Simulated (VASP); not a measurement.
SnO2 (fluorite type), 3 atoms in the cell. It takes space group Fm-3m (No. 225, cubic). The conventional cell has a = 4.781 Å, b = 4.781 Å, c = 4.781 Å, α = 90.00°, β = 90.00°, γ = 90.00°. Within 2.7 Å of Sn (site symmetry m-3m) lie 8 O at 2.07 Å. Within 2.7 Å of O (site symmetry -43m) lie 4 Sn at 2.07 Å and 6 O at 2.39 Å. 

| Property | Result |
| --- | --- |
| Program | VASP 6.6.1 |
| Task | single point |
| Functional | PBE |
| Potentials or basis | VASP PAW PBE potentials, release 64 (Sn_d, O) |
| Cutoff | 520 eV |
| k mesh | 12 × 12 × 12 |
| Occupations | fermi-dirac, width 0.05 eV |
| Spin | no spin polarisation |
| Dipole correction | no |
| Further INCAR settings | ALGO = Normal; EDIFF = 1e-06; NBANDS = 20 |

Potentials or basis: VASP PAW PBE potentials, release 64 (Sn_d, O).

Launch:

```console
$ cat potpaw_PBE.64/Sn_d/POTCAR potpaw_PBE.64/O/POTCAR > POTCAR
$ mpirun -np 1 vasp_std > vasp.out
```

Hardware: 1 thread of Intel(R) Xeon(R) Platinum 8375C CPU @ 2.90GHz (Ice Lake) (shared host).

Task: How long does it take, and how much memory?

Result: Run time: 39 s on 1 thread of Intel(R) Xeon(R) Platinum 8375C CPU @ 2.90GHz (Ice Lake), on a shared host, peak memory 0.18 GiB. Counts: scf iterations 13, k points 72.
